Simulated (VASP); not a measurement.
# SiW6 in VASP: further runs, part 2 of 2

VASP 6.6.1.

## 3. Single point, PBE+D3(BJ)

INCAR reads:

```
PREC = Accurate ; ENCUT = 520
EDIFF = 1E-6 ; ISMEAR = 0
SIGMA = 0.1 ; LREAL = F
LASPH = T ; NELM = 80
ALGO = Normal ; ISIF = 2
LWAVE = F ; LCHARG = F
LDIPOL = T ; IDIPOL = 3
DIPOL = 0.5 0.5 0.320 ; GGA = PE
IVDW = 12 ; NBANDS = 53
```

KPOINTS reads:

```
Automatic mesh
0
Gamma
  6 6 1
```

POSCAR reads:

```
SiW6
1.0
    4.4682526324      0.0000000000      0.0000000000
   -2.2341263162      3.8696202902      0.0000000000
    0.0000000000      0.0000000000     21.7259061349
W Si
6 1
Direct
    0.6666666667      0.3333333333      0.1841119986
    0.3333333333      0.6666666667      0.2260931360
    0.0000000000      0.0000000000      0.2680742733
    0.6666666667      0.3333333333      0.3070897866
    0.3333333333      0.6666666667      0.3466976876
    0.0000000000      0.0000000000      0.3832248047
    0.4444444444      0.2222222222      0.5259116036
```

Potentials or basis: VASP PAW PBE potentials, release 64 (W_sv, Si).

Launch:

```console
$ cat potpaw_PBE.64/W_sv/POTCAR potpaw_PBE.64/Si/POTCAR > POTCAR
$ mpirun -np 1 vasp_std > vasp.out
```

OUTCAR:

```text
PREC = Accurate
   ENCUT = 520
   EDIFF = 1E-6
   ISMEAR = 0
   LREAL = F
   LASPH = T
   NELM = 80
   ISIF = 2
   GGA = PE
   IVDW = 12
 IVDW          = 12

 ion  position               nearest neighbor table
   1  0.667  0.333  0.184-   4 2.67   2 2.74   2 2.74   2 2.74   3 3.16   3 3.16   3 3.16
   2  0.333  0.667  0.226-   5 2.62   3 2.74   3 2.74   3 2.74   1 2.74   1 2.74   1 2.74   4 3.12
                             4 3.12   4 3.12
   3  0.000  0.000  0.268-   6 2.50   4 2.72   4 2.72   4 2.72   2 2.74   2 2.74   2 2.74   5 3.09
                             5 3.09   5 3.09   1 3.16   1 3.16   1 3.16
   4  0.667  0.333  0.307-   1 2.67   3 2.72   3 2.72   3 2.72   5 2.72   5 2.72   5 2.72   6 3.06
                             6 3.06   6 3.06   2 3.12   2 3.12   2 3.12
   5  0.333  0.667  0.347-   2 2.62   6 2.70   6 2.70   6 2.70   4 2.72   4 2.72   4 2.72   3 3.09
                             3 3.09   3 3.09
   6  0.000  0.000  0.383-   3 2.50   5 2.70   5 2.70   5 2.70   4 3.06   4 3.06   4 3.06
   7  0.444  0.222  0.526-

  LATTYP: Found a hexagonal cell.
 ALAT       =     4.4682526324
 C/A-ratio  =     4.8622824004

  Lattice vectors:

 A1 = (   4.4682526324,   0.0000000000,   0.0000000000)
 A2 = (  -2.2341263162,   3.8696202902,   0.0000000000)
 A3 = (   0.0000000000,   0.0000000000,  21.7259061349)

Analysis of symmetry for initial positions (statically):
=====================================================================
 Subroutine PRICEL returns:
 Original cell was already a primitive cell.

 Routine SETGRP: Setting up the symmetry group for a
 hexagonal supercell.

 Subroutine GETGRP returns: Found  2 space group operations
 (whereof  2 operations were pure point group operations)
 out of a pool of 24 trial point group operations.

The static configuration has the point symmetry C_1h.

Analysis of symmetry for dynamics (positions and initial velocities):
=====================================================================
 Subroutine PRICEL returns:
 Original cell was already a primitive cell.

 Routine SETGRP: Setting up the symmetry group for a
 hexagonal supercell.

 Subroutine GETGRP returns: Found  2 space group operations
 (whereof  2 operations were pure point group operations)
 out of a pool of 24 trial point group operations.

The dynamic configuration has the point symmetry C_1h.

 Subroutine INISYM returns: Found  2 space group operations
 (whereof  2 operations are pure point group operations),
 and found     1 'primitive' translations

----------------------------------------------------------------------------------------

                                     Primitive cell

  volume of cell :     375.6505

  direct lattice vectors                    reciprocal lattice vectors
     4.468252632  0.000000000  0.000000000     0.223801133  0.129211644  0.000000000
    -2.234126316  3.869620290  0.000000000     0.000000000  0.258423288  0.000000000
     0.000000000  0.000000000 21.725906135     0.000000000  0.000000000  0.046028000

  length of vectors
     4.468252632  4.468252632 21.725906135     0.258423288  0.258423288  0.046028000

  position of ions in fractional coordinates (direct lattice)
     0.666666667  0.333333333  0.184111999
     0.333333333  0.666666667  0.226093136
     0.000000000  0.000000000  0.268074273
     0.666666667  0.333333333  0.307089787
     0.333333333  0.666666667  0.346697688
     0.000000000  0.000000000  0.383224805
     0.444444444  0.222222222  0.525911604

  ion indices of the primitive-cell ions
   primitive index   ion index
[... 56 lines left out ...]
   NGXF,Y,Z  is equivalent  to a cutoff of  26.79, 26.79, 24.79 a.u.
 SYSTEM =  unknown system
   PREC   = accura    normal or accurate (medium, high low for compatibility)
   ISTART =      0    job   : 0-new  1-cont  2-samecut
   ICHARG =      2    charge: 1-file 2-atom 10-const
   ISPIN  =      1    spin polarized calculation?
   LNONCOLLINEAR =      F non collinear calculations
   LSORBIT =      F    spin-orbit coupling
   LASPH  =      T    aspherical Exc in radial PAW
   ENCUT  =  520.0 eV  38.22 Ry    6.18 a.u.   8.31  8.31 40.40*2*pi/ulx,y,z
   NELM   =     80;   NELMIN=  2; NELMDL= -5     # of ELM steps
   EDIFF  = 0.1E-05   stopping-criterion for ELM
   LREAL  =      F    real-space projection
   EDIFFG = 0.1E-04   stopping-criterion for IOM
   NSW    =      0    number of steps for IOM
   IBRION =     -1    ionic relax: 0-MD 1-quasi-New 2-CG
   NFREE  =      0    steps in history (QN), initial steepest desc. (CG)
   ISIF   =      2    stress and relaxation
   ISYM   =      2    0-nonsym 1-usesym 2-fastsym
   POTIM  = 0.5000    time-step for ionic-motion
   TEBEG  =    0.0;   TEEND  =   0.0 temperature during run
   PSTRESS=    0.0 pullay stress
   NELECT =      88.0000    total number of electrons
   NUPDOWN=      -1.0000    fix difference up-down
   EMIN   =  10.00;   EMAX   =-10.00  energy-range for DOS
   EFERMI =   0.00;   METHOD = LEGACY
   ISMEAR =     0;   SIGMA  =   0.10  broadening in eV -4-tet -1-fermi 0-gaus
   EFERMI_NEDOS =   21; number of points for ismear=-14 and -15
   IALGO  =     38    algorithm
   IMIX   =      4    mixing-type and parameters
     AMIX     =   0.40;   BMIX     =  1.00
     AMIX_MAG =   1.60;   BMIX_MAG =  1.00
  volume/ion in A,a.u.               =      53.66       362.14
  Fermi-wavevector in a.u.,A,eV,Ry     =   1.009193  1.907099 13.857143  1.018471
  Thomas-Fermi vector in A             =   2.142107
   LORBIT       =      0    0 simple, 1 ext, 2 COOP (PROOUT), +10 PAW based schemes
   GGA     = PE    functional components
   LHFCALC =     F    Hartree Fock is set to
   AEXX    =    0.0000 exact exchange contribution
   IVDW    =    12    specifies the selected vdW correction
   LEPSILON=     F    determine dielectric tensor
   LRPA    =     F    only Hartree local field effects (RPA)
 non-spin polarized calculation
 Gauss-broadening in eV      SIGMA  =   0.10
  energy-cutoff  :      520.00
  volume of cell :      375.65
 maximum number of plane-waves:     10145
 NGX is ok and might be reduce to    36
   NGX = 17   NGY = 17   NGZ = 81

 dipolmoment           0.000000      0.000000     -0.594696 electrons x Angstroem

 number of electron      88.0000002 magnetization

 dipolmoment           0.000000      0.000000      0.052967 electrons x Angstroem

 Free energy of the ion-electron system (eV)
  ---------------------------------------------------
  ext. energy  EPLUGINS =         0.00000000
  ---------------------------------------------------
  free energy    TOTEN  =       -72.05639595 eV

  energy without entropy =      -72.01449340  energy(sigma->0) =      -72.03544468

 E-fermi :   0.3595     XC(G=0):  -5.4154

 val. band max:        0.3270911983   @ k =   0.3333   0.3333   0.0000
 cond. band min:       0.3808424723   @ k =   0.3333   0.1667   0.0000
 fundamental gap:      0.0537512740
 Fermi energy:         0.3594950340

 k-point     1 :       0.0000    0.0000    0.0000
  band No.  band energies     occupation
      1     -73.6702      2.00000
      2     -73.5438      2.00000
      3     -73.5260      2.00000
      4     -73.4576      2.00000
      5     -73.3664      2.00000
      6     -73.3043      2.00000
[... 717 lines left out ...]
     52       1.8195      0.00000
     53       2.0054      0.00000

------------------------ aborting loop because EDIFF is reached ----------------------------------------

 vacuum level on the upper side and lower side of the slab       (xc-potential included)         0.037        -0.476

 Edisp (eV)   -2.80183

 E8    (eV) :    -1.4703

  FORCE on cell =-STRESS in cart. coord.  units (eV):
  Direction    XX          YY          ZZ          XY          YZ          ZX
  --------------------------------------------------------------------------------------
  -------------------------------------------------------------------------------------
  Total      -7.73960    -7.66895    -6.88563    -0.06118    -0.36242    -0.62773
  in kB     -33.00995   -32.70865   -29.36771    -0.26093    -1.54575    -2.67733
  external pressure =      -31.70 kB  Pullay stress =        0.00 kB

 VOLUME and BASIS-vectors are now :
 -----------------------------------------------------------------------------
  energy-cutoff  :      520.00
  volume of cell :      375.65
      direct lattice vectors                 reciprocal lattice vectors
     4.468252632  0.000000000  0.000000000     0.223801133  0.129211644  0.000000000
    -2.234126316  3.869620290  0.000000000     0.000000000  0.258423288  0.000000000
     0.000000000  0.000000000 21.725906135     0.000000000  0.000000000  0.046028000

 POSITION                                       TOTAL-FORCE (eV/Angst)
 -----------------------------------------------------------------------------------
      2.23413      1.28987      4.00000         0.006402      0.003696      2.053038
     -0.00000      2.57975      4.91208        -0.047833     -0.027616     -0.622193
      0.00000      0.00000      5.82416         0.080355      0.046393     -1.862753
      2.23413      1.28987      6.67180        -0.008914     -0.005146     -0.238560
     -0.00000      2.57975      7.53232        -0.086272     -0.049809      0.391195
      0.00000      0.00000      8.32591         0.264518      0.152720      1.820158
      1.48942      0.85992     11.42591        -0.208256     -0.120237     -1.540884
 -----------------------------------------------------------------------------------
    total drift:                               -0.000026     -0.000015     -0.000111

  FREE ENERGIE OF THE ION-ELECTRON SYSTEM (eV)
  ---------------------------------------------------
  free  energy   TOTEN  =       -74.8582254975 eV

  energy  without entropy=      -74.8163229540  energy(sigma->0) =      -74.83727423

 vacuum level on the upper side and lower side of the slab         4.608         4.092
```

Run time: 15 min. Hardware: 1 thread of Intel Xeon 8259CL, shared host; peak memory 0.6 GiB.

What came out:

```
Free energy                : -74.8582 eV
Largest force              : 2.053 eV/Å
Band gap on the k mesh     : zero (bands 44 and 45 overlap by 0.11 eV)
Dispersion energy per atom : -0.400 eV
```

Forces on the atoms (eV/Å):
```
W    0.006  0.004  2.053
W   -0.048 -0.028 -0.622
W    0.080  0.046 -1.863
W   -0.009 -0.005 -0.239
W   -0.086 -0.050  0.391
W    0.265  0.153  1.820
Si  -0.208 -0.120 -1.541
```

Levels at points of the mesh, in eV from the Fermi level:
```
           k point  band 42  band 43  band 44  band 45  band 46  band 47
(0.00, 0.00, 0.00)    -1.08    -1.00    -0.46     0.69     1.36     1.50
(0.50, 0.00, 0.00)    -0.72    -0.36     0.04     0.17     0.28     0.80
(0.00, 0.50, 0.00)    -0.69    -0.16    -0.10     0.18     0.30     0.69
```

Caveat: spin-orbit coupling is left out, which moves the levels of the heavy elements.

## 4. Single point, PBE+D3(BJ)

INCAR reads:

```
SYSTEM = SiW6
  PREC = Accurate
  ENCUT = 520
  EDIFF = 1E-6
  ISMEAR = 0
  SIGMA = 0.1
  LREAL = .False.
  LASPH = .True.
  NELM = 100
  ALGO = Normal
  ISIF = 2
  LWAVE = .False.
  LCHARG = .True.
  LDIPOL = .True.
  IDIPOL = 3
  DIPOL = 0.5 0.5 0.320
  GGA = PE
  IVDW = 12
  LELF = .True.
  LVHAR = .True.
  LVACPOTAV = .True.
  NBANDS = 53
```

KPOINTS reads:

```
regular mesh
0
Gamma
  6 6 1
  0 0 0
```

Edit POSCAR of step 3 so:

```diff
@@ -14,2 +14,2 @@
     0.0000000000      0.0000000000      0.3832248047
-    0.4444444444      0.2222222222      0.5259116036
+    0.4444444444      0.8888888889      0.5259116036
```

Launch:

```console
$ cat potpaw_PBE.64/W_sv/POTCAR potpaw_PBE.64/Si/POTCAR > POTCAR
$ mpirun -np 1 vasp_std > vasp.out
```

Wall time 15 min (1 thread of Intel Xeon 8259CL, shared host); peak memory 0.6 GiB.

The run converged. Its results:

| Quantity | Value |
| --- | --- |
| Free energy | -74.9718 eV |
| Largest force | 4.299 eV/Å |
| Band gap on the k mesh | zero (bands 44 and 45 overlap by 0.39 eV) |
| Dispersion energy per atom | -0.403 eV |

Forces on the atoms (eV/Å):
```
W    0.000 -0.061  2.079
W    0.000  0.019 -1.002
W    0.000  0.010 -1.765
W    0.000  0.111 -2.607
W    0.000  0.137  0.350
W    0.000 -0.070  4.299
Si   0.000 -0.147 -1.355
```

Levels at points of the mesh, in eV from the Fermi level:
```
           k point  band 41  band 42  band 43  band 44  band 45  band 46  band 47  band 48
(0.00, 0.00, 0.00)    -1.08    -1.06    -0.95    -0.45     0.82     1.21     1.56     1.64
(0.50, 0.00, 0.00)    -1.00    -0.68    -0.38     0.01     0.19     0.31     0.86     1.14
(0.00, 0.50, 0.00)    -0.90    -0.60    -0.29     0.17     0.18     0.30     0.61     0.82
```

Caveat: spin-orbit coupling is left out, which moves the levels of the heavy elements.

## 5. Overview

```tsv
cell	gap on the mesh (eV)	largest force (eV/Å)
as given, atomic positions A	none	2.11
as given, atomic positions B	none	2.05
as given, atomic positions C	none	4.30
```

Alike in all rows: task single point; level PBE+D3(BJ); potentials or basis VASP PAW PBE potentials, release 64 (W_sv, Si); no spin polarisation; k mesh 6 × 6 × 1; cutoff (eV) 520; smearing gaussian 0.1 eV.

Caveats: spin-orbit coupling is left out, which moves the levels of the heavy elements.

Absolute energies hang on the potentials; compare differences alone.

The gap in the log of VASP goes by the Fermi energy; the results here count the filled bands.